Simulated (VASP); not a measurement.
## Er5C: relaxation of cell and atoms with PBE

The system is Er5C.

```xyz
6
Lattice="5.8200 0.0000 0.0000 -2.9100 5.0403 0.0000 0.0000 0.0000 5.3363" Properties=species:S:1:pos:R:3 pbc="T T T"
Er    1.8219    0.0000    2.6682
Er    1.9991    3.4625    2.6682
Er   -0.9109    1.5778    2.6682
Er    0.0000    3.3602    0.0000
Er    2.9100    1.6801    0.0000
C     0.0000    0.0000    0.0000
```

The cell was generated, and may not be a known phase.

```
Program                : VASP 6.6.1
Task                   : relaxation of cell and atoms
Functional             : PBE
Potentials or basis    : VASP PAW PBE potentials, release 64 (Er_3, C), 4f in core
Cutoff                 : 600 eV
k mesh                 : 3 × 3 × 4
Occupations            : gaussian, width 0.1 eV
Spin                   : no spin polarisation
Dipole correction      : no
Further INCAR settings : ALGO = Normal; EDIFF = 1e-07; IBRION = 2; EDIFFG = -0.04; NSW = 90; ISIF = 3
```

| Quantity | Value |
| --- | --- |
| Relaxed volume | 28.04 Å³/atom |
| Relaxed cell | a = 7.403 Å, b = 7.403 Å, c = 3.545 Å, α = 90.00°, β = 90.00°, γ = 120.00° |
| Space group after relaxing (to 0.1 Å) | P-62m (No. 189) |
| Energy gained by relaxing | 357.3 meV/atom |
| Ionic steps | 33 |
| Pressure after relaxing | 0.1 GPa |
| Largest force after relaxing | 0.015 eV/Å |
| Band gap on the k mesh | zero (an odd number of electrons rules out a gap without spin polarisation) |

Forces on the atoms (eV/Å):
```
Er   0.015  0.000  0.000
Er  -0.008 -0.013  0.000
Er  -0.008  0.013  0.000
Er   0.000  0.000  0.000
Er   0.000  0.000  0.000
C    0.000  0.000  0.000
```

Stress tensor (GPa, compression positive):
```
0.10 0.00 0.00
0.00 0.10 0.00
0.00 0.00 0.20
```

The path:
| step | energy change (eV) | largest force (eV/Å) | pressure (GPa) | volume (Å³) |
| --- | --- | --- | --- | --- |
| 1 | 0.0000 | 0.4362 | -2.33 | 156.54 |
| 2 | -0.1155 | 0.4430 | -0.20 | 148.07 |
| 3 | -0.1282 | 0.4392 | 0.86 | 144.56 |
| 4 | -0.1865 | 0.1824 | 0.71 | 144.63 |
| 5 | -0.3063 | 0.5211 | 0.54 | 144.57 |
| 6 | -0.1922 | 2.5378 | 2.71 | 143.21 |
| 7 | -0.3124 | 1.0473 | 0.60 | 144.37 |
| 8 | -0.3289 | 1.0773 | 0.61 | 144.47 |
| 9 | -0.3809 | 1.1691 | 0.70 | 144.75 |
| 10 | -0.5172 | 1.3515 | 1.38 | 145.14 |
| 11 | -0.8904 | 1.8036 | 2.53 | 145.21 |
| 12 | -0.9370 | 3.2231 | 10.05 | 142.28 |
| 13 | -1.1009 | 2.5298 | 5.66 | 144.16 |
| 14 | -1.1014 | 2.7117 | 6.63 | 143.75 |
| 15 | -1.1538 | 2.7148 | 6.80 | 144.47 |
| 16 | -1.2579 | 2.7282 | 7.65 | 146.43 |
| 17 | -1.1882 | 2.7695 | 10.09 | 149.47 |
| 18 | -1.2657 | 2.7859 | 8.85 | 148.25 |
| 19 | -1.4123 | 2.5176 | 7.95 | 150.15 |
| 20 | -1.7631 | 1.7570 | 5.46 | 155.93 |
| 21 | -2.1069 | 0.4661 | 1.43 | 167.74 |
| 22 | -2.1316 | 0.1170 | 0.37 | 171.63 |
| 23 | -2.1322 | 0.0557 | 0.18 | 172.35 |
| 24 | -2.1328 | 0.0611 | 0.15 | 172.38 |
| 25 | -2.1342 | 0.0775 | 0.06 | 172.44 |
| 26 | -2.1356 | 0.1110 | -0.12 | 172.56 |
| 27 | -2.1357 | 0.1212 | -0.18 | 172.59 |
| 28 | -2.1368 | 0.1112 | -0.18 | 172.36 |
| 29 | -2.1395 | 0.0821 | -0.20 | 171.66 |
| 30 | -2.1430 | 0.0241 | -0.22 | 170.25 |
| 31 | -2.1403 | 0.0891 | -0.22 | 167.38 |
| 32 | -2.1437 | 0.0026 | -0.22 | 169.47 |
| 33 | -2.1441 | 0.0151 | 0.14 | 168.23 |

Final structure:
```
CELL_PARAMETERS angstrom
7.40273 0.00000 0.00000
-3.70137 6.41095 0.00000
0.00000 0.00000 3.54488
ATOMIC_POSITIONS crystal
Er 0.24143 0.00000 0.50000
Er 0.75857 0.75857 0.50000
Er 0.00000 0.24143 0.50000
Er 0.33333 0.66667 0.00000
Er 0.66667 0.33333 0.00000
C 0.00000 0.00000 0.00000
```

Levels at points of the mesh, in eV from the Fermi level:
```csv
k point,band 22,band 23,band 24,band 25,band 26,band 27
"(0.00, 0.00, 0.00)",-0.92,-0.92,-0.87,0.62,0.62,1.15
"(0.00, 0.00, 0.50)",-0.80,-0.80,0.02,0.02,0.09,0.09
```

It took 34 min on 1 thread of Intel(R) Xeon(R) Platinum 8488C (Sapphire Rapids) (shared host), peak memory 0.41 GiB.

Caveat: the k points lie up to 0.44 Å⁻¹ apart in the final cell, too coarse for converged energies and pressures of a metal; a cell axis changed by over 15 % at a fixed basis, so the end point is rough; spin-orbit coupling is left out, which moves the levels of the heavy elements; the 4f electrons are frozen in the core, so they carry no moment and show no levels. Spin polarisation is off, so any magnetic state and its effect on volume and gap are missing.
